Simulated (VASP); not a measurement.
Be, 2 atoms in the cell. Symmetry: P6_3/mmc, No. 194, hexagonal system. Conventional cell: a = 2.334 Å, b = 2.334 Å, c = 3.709 Å, α = 90.00°, β = 90.00°, γ = 120.00°. Within 3.0 Å of Be (site symmetry -6m2) lie 12 Be at 2.29 to 2.33 Å.  This cell differs from its parent crystal: strain +0.015 along x and y, +0.030 along z.

```yaml
Program: VASP 6.6.1
Task: single point
Functional: PBEsol
Potentials_or_basis: VASP PAW PBE potentials, release 64 (Be)
Cutoff: 520 eV
k_mesh: 24 × 24 × 14
Occupations: gaussian, width 0.15 eV
Spin: no spin polarisation
Dipole_correction: no
Further_INCAR_settings: ALGO = Normal; EDIFF = 1e-06; NBANDS = 9
```

Potentials or basis: VASP PAW PBE potentials, release 64 (Be).

Run with:

```sh
$ cat potpaw_PBE.64/Be/POTCAR > POTCAR
$ mpirun -np 1 vasp_std > vasp.out
```

Hardware: 1 thread of Intel(R) Xeon(R) 6975P-C (Granite Rapids), on a shared host.

**Question.** How long does it take, and how much memory?

**Answer.** It took 18 s on 1 thread of Intel(R) Xeon(R) 6975P-C (Granite Rapids), with other jobs on the host, peak memory 0.17 GiB. Counts: scf iterations 9, k points 488.
